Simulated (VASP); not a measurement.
# ZnS (rocksalt type) (Fm-3m) in VASP: single point with LDA

Aim: the single point of ZnS (rocksalt type) with LDA.

All numbers are computed with VASP 6.6.1; they aren't measurements. Logs are shortened: lines on timing, memory, paths and dates and some standing lists are left out, and cuts for length are marked.

**1. The cell of the first run**

It takes space group Fm-3m (No. 225, cubic). Conventional cell: a = 4.966 Å, b = 4.966 Å, c = 4.966 Å, α = 90.00°, β = 90.00°, γ = 90.00°. Within 3.3 Å of Zn (site symmetry m-3m) lie 6 S at 2.48 Å. S (site symmetry m-3m) has 6 Zn at 2.48 Å within 3.3 Å.

**2. Single point, LDA (volume scaled by 1, level accurate)**

Contents of INCAR:

```
ALGO = Normal
EDIFF = 1E-6
ENCUT = 500
GGA = CA
GGA_COMPAT = F
ISIF = 2
ISMEAR = -1
LASPH = T
LCHARG = T
LELF = T
LREAL = F
LVHAR = T
LWAVE = F
NBANDS = 16
NELM = 120
PREC = Accurate
SIGMA = 0.08
```

Contents of KPOINTS:

```
k-points
0
Gamma
  16 16 16
```

Contents of POSCAR:

```
ZnS
1.0
    0.0000000000      2.4832497089      2.4832497089
    2.4832497089      0.0000000000      2.4832497089
    2.4832497089      2.4832497089      0.0000000000
Zn S
1 1
Direct
    0.0000000000      0.0000000000      0.0000000000
    0.5000000000      0.5000000000      0.5000000000
```

Potentials or basis: VASP PAW LDA potentials, release 64 (Zn, S).

Run with:

```
$ cat potpaw_LDA.64/Zn/POTCAR potpaw_LDA.64/S/POTCAR > POTCAR
$ mpirun -np 1 vasp_std > vasp.out
```

OUTCAR:

```text
EDIFF = 1E-6
   ENCUT = 500
   GGA = CA
   ISIF = 2
   ISMEAR = -1
   LASPH = T
   LREAL = F
   NELM = 120
   PREC = Accurate

 ion  position               nearest neighbor table
   1  0.000  0.000  0.000-   2 2.48   2 2.48   2 2.48   2 2.48   2 2.48   2 2.48
   2  0.500  0.500  0.500-   1 2.48   1 2.48   1 2.48   1 2.48   1 2.48   1 2.48

  LATTYP: Found a face centered cubic cell.
 ALAT       =     4.9664994178

  Lattice vectors:

 A1 = (   0.0000000000,   2.4832497089,   2.4832497089)
 A2 = (   2.4832497089,   0.0000000000,   2.4832497089)
 A3 = (   2.4832497089,   2.4832497089,   0.0000000000)

Analysis of symmetry for initial positions (statically):
=====================================================================
 Subroutine PRICEL returns:
 Original cell was already a primitive cell.

 Routine SETGRP: Setting up the symmetry group for a
 face centered cubic supercell.

 Subroutine GETGRP returns: Found 48 space group operations
 (whereof 48 operations were pure point group operations)
 out of a pool of 48 trial point group operations.

The static configuration has the point symmetry O_h .

Analysis of symmetry for dynamics (positions and initial velocities):
=====================================================================
 Subroutine PRICEL returns:
 Original cell was already a primitive cell.

 Routine SETGRP: Setting up the symmetry group for a
 face centered cubic supercell.

 Subroutine GETGRP returns: Found 48 space group operations
 (whereof 48 operations were pure point group operations)
 out of a pool of 48 trial point group operations.

The dynamic configuration has the point symmetry O_h .

 Subroutine INISYM returns: Found 48 space group operations
 (whereof 48 operations are pure point group operations),
 and found     1 'primitive' translations

----------------------------------------------------------------------------------------

                                     Primitive cell

  volume of cell :      30.6261

  direct lattice vectors                    reciprocal lattice vectors
     0.000000000  2.483249709  2.483249709    -0.201349062  0.201349062  0.201349062
     2.483249709  0.000000000  2.483249709     0.201349062 -0.201349062  0.201349062
     2.483249709  2.483249709  0.000000000     0.201349062  0.201349062 -0.201349062

  length of vectors
     3.511845417  3.511845417  3.511845417     0.348746806  0.348746806  0.348746806

  position of ions in fractional coordinates (direct lattice)
     0.000000000  0.000000000  0.000000000
     0.500000000  0.500000000  0.500000000

  ion indices of the primitive-cell ions
   primitive index   ion index
                 1           1
                 2           2

----------------------------------------------------------------------------------------

 KPOINTS: k-points

Automatic generation of k-mesh.
 Grid dimensions read from file:
 generate k-points for:   16   16   16

 Generating k-lattice:

  Cartesian coordinates                     Fractional coordinates (reciprocal lattice)
    -0.012584316  0.012584316  0.012584316     0.062500000  0.000000000  0.000000000
     0.012584316 -0.012584316  0.012584316     0.000000000  0.062500000  0.000000000
     0.012584316  0.012584316 -0.012584316     0.000000000  0.000000000  0.062500000

  Length of vectors
     0.021796675  0.021796675  0.021796675

  Shift w.r.t. Gamma in fractional coordinates (k-lattice)
     0.000000000  0.000000000  0.000000000

 Subroutine IBZKPT returns following result:
 ===========================================

 Found    145 irreducible k-points:

 Following reciprocal coordinates:
            Coordinates               Weight
  0.000000  0.000000  0.000000      1.000000
  0.062500  0.000000  0.000000      8.000000
  0.125000  0.000000  0.000000      8.000000
  0.187500  0.000000  0.000000      8.000000
  0.250000  0.000000  0.000000      8.000000
  0.312500  0.000000  0.000000      8.000000
[... 16 lines left out ...]
 -0.125000  0.062500  0.000000     24.000000
 -0.062500  0.062500  0.000000     12.000000
 [... further k-points ...]
   k-points           NKPTS =    145   k-points in BZ     NKDIM =    145   number of bands    NBANDS=     16
   number of dos      NEDOS =    301   number of ions     NIONS =      2
   total plane-waves  NPLWV =  21952
   dimension x,y,z NGX =    28 NGY =   28 NGZ =   28
   dimension x,y,z NGXF=    56 NGYF=   56 NGZF=   56
   ions per type =               1   1
   NGX,Y,Z   is equivalent  to a cutoff of  13.25, 13.25, 13.25 a.u.
   NGXF,Y,Z  is equivalent  to a cutoff of  26.51, 26.51, 26.51 a.u.
 SYSTEM =  unknown system
   PREC   = accura    normal or accurate (medium, high low for compatibility)
   ISTART =      0    job   : 0-new  1-cont  2-samecut
   ICHARG =      2    charge: 1-file 2-atom 10-const
   ISPIN  =      1    spin polarized calculation?
   LNONCOLLINEAR =      F non collinear calculations
   LSORBIT =      F    spin-orbit coupling
   LASPH  =      T    aspherical Exc in radial PAW
   ENCUT  =  500.0 eV  36.75 Ry    6.06 a.u.   6.40  6.40  6.40*2*pi/ulx,y,z
   NELM   =    120;   NELMIN=  2; NELMDL= -5     # of ELM steps
   EDIFF  = 0.1E-05   stopping-criterion for ELM
   LREAL  =      F    real-space projection
   EDIFFG = 0.1E-04   stopping-criterion for IOM
   NSW    =      0    number of steps for IOM
   IBRION =     -1    ionic relax: 0-MD 1-quasi-New 2-CG
   NFREE  =      0    steps in history (QN), initial steepest desc. (CG)
   ISIF   =      2    stress and relaxation
   ISYM   =      2    0-nonsym 1-usesym 2-fastsym
   POTIM  = 0.5000    time-step for ionic-motion
   TEBEG  =    0.0;   TEEND  =   0.0 temperature during run
   PSTRESS=    0.0 pullay stress
   NELECT =      18.0000    total number of electrons
   NUPDOWN=      -1.0000    fix difference up-down
   EMIN   =  10.00;   EMAX   =-10.00  energy-range for DOS
   EFERMI =   0.00;   METHOD = LEGACY
   ISMEAR =    -1;   SIGMA  =   0.08  broadening in eV -4-tet -1-fermi 0-gaus
   EFERMI_NEDOS =   21; number of points for ismear=-14 and -15
   IALGO  =     38    algorithm
   IMIX   =      4    mixing-type and parameters
     AMIX     =   0.40;   BMIX     =  1.00
     AMIX_MAG =   1.60;   BMIX_MAG =  1.00
  volume/ion in A,a.u.               =      15.31       103.34
  Fermi-wavevector in a.u.,A,eV,Ry     =   1.371309  2.591398 25.585591  1.880488
  Thomas-Fermi vector in A             =   2.497017
   LORBIT       =      0    0 simple, 1 ext, 2 COOP (PROOUT), +10 PAW based schemes
   GGA     = CA    functional components
   LHFCALC =     F    Hartree Fock is set to
   AEXX    =    0.0000 exact exchange contribution
   IVDW    =     0    specifies the selected vdW correction
   LEPSILON=     F    determine dielectric tensor
   LRPA    =     F    only Hartree local field effects (RPA)
 non-spin polarized calculation
  energy-cutoff  :      500.00
  volume of cell :       30.63
 maximum number of plane-waves:       791
 NGX is ok and might be reduce to    28
   NGX = 13   NGY = 13   NGZ = 13

 number of electron      17.9999995 magnetization

 Free energy of the ion-electron system (eV)
  ---------------------------------------------------
  ext. energy  EPLUGINS =         0.00000000
  ---------------------------------------------------
  free energy    TOTEN  =        -7.66318999 eV

  energy without entropy =       -7.65635954  energy(sigma->0) =       -7.65977477

 E-fermi :   4.6287     XC(G=0): -11.5061

 val. band max:        4.5740969812   @ k =  -0.1875   0.1875   0.0000
 cond. band min:       4.6349114733   @ k =  -0.4375   0.5000   0.0625
 fundamental gap:      0.0608144921
 Fermi energy:         4.6287047009

 k-point     1 :       0.0000    0.0000    0.0000
  band No.  band energies     occupation
      1      -9.8733      2.00000
      2      -2.0917      2.00000
      3      -2.0917      2.00000
      4      -2.0760      2.00000
      5      -2.0760      2.00000
      6      -2.0760      2.00000
[... 8 lines left out ...]
     15      16.3406      0.00000
     16      16.3406      0.00000

 k-point     2 :       0.0625    0.0000    0.0000
  band No.  band energies     occupation
      1      -9.8215      2.00000
      2      -2.1061      2.00000
      3      -2.1061      2.00000
      4      -2.0833      2.00000
      5      -2.0699      2.00000
      6      -2.0699      2.00000
[... 8 lines left out ...]
     15      15.3422      0.00000
     16      16.3020      0.00000

 k-point     3 :       0.1250    0.0000    0.0000
  band No.  band energies     occupation
      1      -9.6683      2.00000
      2      -2.1502      2.00000
      3      -2.1502      2.00000
      4      -2.1079      2.00000
      5      -2.0489      2.00000
      6      -2.0489      2.00000
[... 8 lines left out ...]
     15      14.7098      0.00000
     16      16.0899      0.00000

 k-point     4 :       0.1875    0.0000    0.0000
  band No.  band energies     occupation
      1      -9.4210      2.00000
      2      -2.2155      2.00000
      3      -2.2155      2.00000
      4      -2.1596      2.00000
      5      -2.0165      2.00000
      6      -2.0165      2.00000
[... 8 lines left out ...]
     15      14.9593      0.00000
     16      15.8787      0.00000

 k-point     5 :       0.2500    0.0000    0.0000
  band No.  band energies     occupation
      1      -9.0944      2.00000
      2      -2.2907      2.00000
      3      -2.2907      2.00000
      4      -2.2616      2.00000
      5      -1.9779      2.00000
      6      -1.9779      2.00000
[... 8 lines left out ...]
     15      15.6152      0.00000
     16      15.8611      0.00000

 k-point     6 :       0.3125    0.0000    0.0000
  band No.  band energies     occupation
      1      -8.7151      2.00000
      2      -2.4574      2.00000
      3      -2.3639      2.00000
      4      -2.3639      2.00000
      5      -1.9388      2.00000
      6      -1.9388      2.00000
[... 8 lines left out ...]
     15      16.4788      0.00000
     16      16.4788      0.00000

 k-point     7 :       0.3750    0.0000    0.0000
  band No.  band energies     occupation
      1      -8.3317      2.00000
      2      -2.7724      2.00000
      3      -2.4246      2.00000
      4      -2.4246      2.00000
      5      -1.9053      2.00000
      6      -1.9053      2.00000
[... 8 lines left out ...]
     15      17.4623      0.00000
     16      17.4623      0.00000

 k-point     8 :       0.4375    0.0000    0.0000
  band No.  band energies     occupation
      1      -8.0264      2.00000
      2      -3.1019      2.00000
      3      -2.4645      2.00000
      4      -2.4645      2.00000
      5      -1.8828      2.00000
      6      -1.8828      2.00000
[... 8 lines left out ...]
     15      18.4089      0.00000
     16      18.4089      0.00000

 k-point     9 :       0.5000    0.0000    0.0000
  band No.  band energies     occupation
      1      -7.9056      2.00000
      2      -3.2449      2.00000
      3      -2.4784      2.00000
      4      -2.4784      2.00000
      5      -1.8749      2.00000
      6      -1.8749      2.00000
[... 8 lines left out ...]
     15      18.8766      0.00000
     16      18.8766      0.00000
[... 172 lines left out ...]
 k-point    19 :      -0.3750    0.0625    0.0000
  band No.  band energies     occupation
      1      -8.1916      2.00000
      2      -2.8762      2.00000
      3      -2.4497      2.00000
      4      -2.4037      2.00000
      5      -1.9052      2.00000
      6      -1.8858      2.00000
[... 8 lines left out ...]
     15      17.2426      0.00000
     16      18.8793      0.00000

 k-point    20 :      -0.3125    0.0625    0.0000
  band No.  band energies     occupation
      1      -8.5531      2.00000
      2      -2.5745      2.00000
      3      -2.4053      2.00000
      4      -2.3316      2.00000
      5      -1.9386      2.00000
      6      -1.9114      2.00000
[... 8 lines left out ...]
     15      16.3211      0.00000
     16      17.9093      0.00000

 k-point    21 :      -0.2500    0.0625    0.0000
  band No.  band energies     occupation
      1      -8.9349      2.00000
      2      -2.3704      2.00000
      3      -2.3428      2.00000
      4      -2.2432      2.00000
      5      -1.9770      2.00000
      6      -1.9466      2.00000
[... 8 lines left out ...]
     15      16.0906      0.00000
     16      16.9671      0.00000

 k-point    22 :      -0.1875    0.0625    0.0000
  band No.  band energies     occupation
      1      -9.2789      2.00000
      2      -2.2710      2.00000
      3      -2.2506      2.00000
      4      -2.1665      2.00000
      5      -2.0144      2.00000
      6      -1.9861      2.00000
[... 8 lines left out ...]
     15      16.0031      0.00000
     16      16.3753      0.00000

 k-point    23 :      -0.1250    0.0625    0.0000
  band No.  band energies     occupation
      1      -9.5520      2.00000
      2      -2.2006      2.00000
      3      -2.1703      2.00000
      4      -2.1185      2.00000
      5      -2.0449      2.00000
      6      -2.0238      2.00000
[... 8 lines left out ...]
     15      15.5535      0.00000
     16      16.5803      0.00000

 k-point    24 :      -0.0625    0.0625    0.0000
  band No.  band energies     occupation
      1      -9.7361      2.00000
      2      -2.1429      2.00000
      3      -2.1204      2.00000
      4      -2.0931      2.00000
      5      -2.0638      2.00000
      6      -2.0540      2.00000
[... 8 lines left out ...]
     15      15.4228      0.00000
     16      16.6855      0.00000

 [... further k-points ...]

------------------------ aborting loop because EDIFF is reached ----------------------------------------

  FORCE on cell =-STRESS in cart. coord.  units (eV):
  Direction    XX          YY          ZZ          XY          YZ          ZX
  --------------------------------------------------------------------------------------
  -------------------------------------------------------------------------------------
  Total        0.0658498      0.0658498      0.0658498      0.0000000      0.0000000      0.0000000
  in kB        3.4448761      3.4448761      3.4448761      0.0000000      0.0000000      0.0000000
  external PRESSURE =       3.4448761 kB  Pullay stress =       0.0000000 kB

 VOLUME and BASIS-vectors are now :
 -----------------------------------------------------------------------------
  energy-cutoff  :      500.00
  volume of cell :       30.63
      direct lattice vectors                 reciprocal lattice vectors
     0.000000000  2.483249709  2.483249709    -0.201349062  0.201349062  0.201349062
     2.483249709  0.000000000  2.483249709     0.201349062 -0.201349062  0.201349062
     2.483249709  2.483249709  0.000000000     0.201349062  0.201349062 -0.201349062

 POSITION                                       TOTAL-FORCE (eV/Angst)
 -----------------------------------------------------------------------------------
      0.00000      0.00000      0.00000        -0.000000      0.000000      0.000000
      2.48325      2.48325      2.48325         0.000000     -0.000000     -0.000000
 -----------------------------------------------------------------------------------
    total drift:                               -0.000000      0.000000      0.000000

  FREE ENERGIE OF THE ION-ELECTRON SYSTEM (eV)
  ---------------------------------------------------
  free  energy   TOTEN  =        -7.6631899905 eV

  energy  without entropy=       -7.6563595448  energy(sigma->0) =       -7.65977477
```

Wall time 53 s (1 thread of Intel Xeon 6975P-C, shared host); peak memory 0.19 GiB.

What came out:

```
Free energy            : -7.6632 eV
Pressure               : 0.3 GPa
Band gap on the k mesh : zero (band 9 reaches 4.57 eV, above the bottom of band 10 at 4.05 eV)
```
